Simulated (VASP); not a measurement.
Wanted: the native input for a VASP 6.6.1 run.

```yaml
Task: single point
Functional: PBE
Potentials_or_basis: VASP PAW PBE potentials, release 64 (Mg_sv, B)
Cutoff: 750 eV
k_mesh: 15 × 15 × 12
Occupations: gaussian, width 0.1 eV
Spin: no spin polarisation
Dipole_correction: no
Mended: yes
Further_INCAR_settings: ALGO = Normal; EDIFF = 1e-06; NBANDS = 15
```

The structure of MgB2 lies in POSCAR:

```
MgB2
1.0
    3.1188583598      0.0000000000      0.0000000000
   -1.5594291799      2.7010105704      0.0000000000
    0.0000000000      0.0000000000      3.5000435871
Mg B
1 2
Direct
    0.0000000000      0.0000000000      0.0000000000
    0.6666666667      0.3333333333      0.5000000000
    0.3333333333      0.6666666667      0.5000000000
```

This cell differs from its parent crystal: biaxial strain in the a-b plane: +1.5 %.

These files were run (other wordings do the same):

INCAR

```
SYSTEM = MgB2
PREC = Accurate ; ENCUT = 750
EDIFF = 1E-6 ; ISMEAR = 0
SIGMA = 0.1 ; LREAL = .False.
LASPH = .True. ; NELM = 120
ALGO = Normal ; ISIF = 2
LWAVE = .False. ; LCHARG = .False.
GGA = PE ; NBANDS = 15
GGA_COMPAT = .False.
```

KPOINTS

```
Automatic mesh
0
Gamma
  15 15 12
  0 0 0
```

Potentials or basis: VASP PAW PBE potentials, release 64 (Mg_sv, B).

Run with:

```bash
$ cat potpaw_PBE.64/Mg_sv/POTCAR potpaw_PBE.64/B/POTCAR > POTCAR
$ mpirun -np 1 vasp_std > vasp.out
```

Results of the run:

```
Pressure               : -4.2 GPa
Band gap on the k mesh : zero (bands 8 and 9 overlap by 3.87 eV)
```

Caveat: the cell differs from its parent crystal (biaxial strain in the a-b plane: +1.5 %); the cell stands under tension.

Wall time 49 s on 1 thread of Intel(R) Xeon(R) 6975P-C (Granite Rapids), with other jobs on the host, peak memory 0.26 GiB.
